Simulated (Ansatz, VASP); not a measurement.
## One calculation of TiO2, two programs

INCAR

```
ALGO = Normal ; EDIFF = 1E-6
ENCUT = 600 ; GGA = PE
GGA_COMPAT = F ; ISIF = 2
ISMEAR = 0 ; LASPH = T
LCHARG = F ; LREAL = F
LWAVE = F ; NBANDS = 60
NELM = 120 ; PREC = Accurate
SIGMA = 0.011
```

File KPOINTS:

```
k-points
0
Gamma
  8 8 8
```

File POSCAR:

```
TiO2
1.0
   -4.3507577183      4.3507577183      1.8875555959
    4.3507577183     -4.3507577183      1.8875555959
    4.3507577183      4.3507577183     -1.8875555959
Ti O
4 8
Direct
    0.2922817050      0.9971447550      0.2894264600
    0.0028552450      0.2922817050      0.2951369500
    0.9971447550      0.7077182950      0.7048630500
    0.7077182950      0.0028552450      0.7105735400
    0.4988638250      0.8492152850      0.3480791100
    0.1616620200      0.1596026000      0.3212646200
    0.1507847150      0.4988638250      0.6496485400
    0.1596026000      0.8383379800      0.9979405800
    0.8403974000      0.1616620200      0.0020594200
    0.8492152850      0.5011361750      0.3503514600
    0.8383379800      0.8403974000      0.6787353800
    0.5011361750      0.1507847150      0.6519208900
```

File input.yaml:

```yaml
crystal:
  lattice:
    - [-4.3507577183, 4.3507577183, 1.8875555959]
    - [4.3507577183, -4.3507577183, 1.8875555959]
    - [4.3507577183, 4.3507577183, -1.8875555959]
  atoms:
    - { symbol: Ti, position: [0.292281705, 0.997144755, 0.28942646] }
    - { symbol: Ti, position: [0.002855245, 0.292281705, 0.29513695] }
    - { symbol: Ti, position: [0.997144755, 0.707718295, 0.70486305] }
    - { symbol: Ti, position: [0.707718295, 0.002855245, 0.71057354] }
    - { symbol: O, position: [0.498863825, 0.849215285, 0.34807911] }
    - { symbol: O, position: [0.16166202, 0.1596026, 0.32126462] }
    - { symbol: O, position: [0.150784715, 0.498863825, 0.64964854] }
    - { symbol: O, position: [0.1596026, 0.83833798, 0.99794058] }
    - { symbol: O, position: [0.8403974, 0.16166202, 0.00205942] }
    - { symbol: O, position: [0.849215285, 0.501136175, 0.35035146] }
    - { symbol: O, position: [0.83833798, 0.8403974, 0.67873538] }
    - { symbol: O, position: [0.501136175, 0.150784715, 0.65192089] }
hamiltonian:
  xc: pbe
  pseudopotentials: { kind: paw }
kpoints:
  mp_grid: { grid: [8, 8, 8] }
scf:
  occupations: { method: gaussian, width: 0.011 }
output:
  forces: true
  stress: true
  eigenvalues: true
```

Alike in both runs: task single point; functional PBE; k mesh 8 × 8 × 8; occupations gaussian, width 0.011 eV; no spin polarisation.

|  | VASP | Ansatz |
| --- | --- | --- |
| version | VASP 6.6.1 | Ansatz 0.2.0 |
| potentials or method | VASP PAW PBE potentials, release 64 (Ti_sv, O) | Ansatz PAW |
| plane-wave cutoff (eV) | 600 | 420 |
| valence electrons in the cell | 96 | 96 |

|  | VASP | Ansatz | Ansatz less VASP |
| --- | --- | --- | --- |
| gap on the k mesh at the Fermi level (eV) | 1.62 | 1.64 | +0.019 |
| least direct gap on the mesh (eV) | 2.32 | 2.33 | +0.018 |
| pressure (GPa) | 3.6 | 3.2 | -0.39 |
| traceless stress, the component that is largest in VASP (GPa) | 0.15 | 0.24 | +0.099 |
| rms of the force components (eV/Å) | 0.050 | 0.074 | +0.0239 |

Atom by atom the forces differ by 0.027 eV/Å (rms over components).
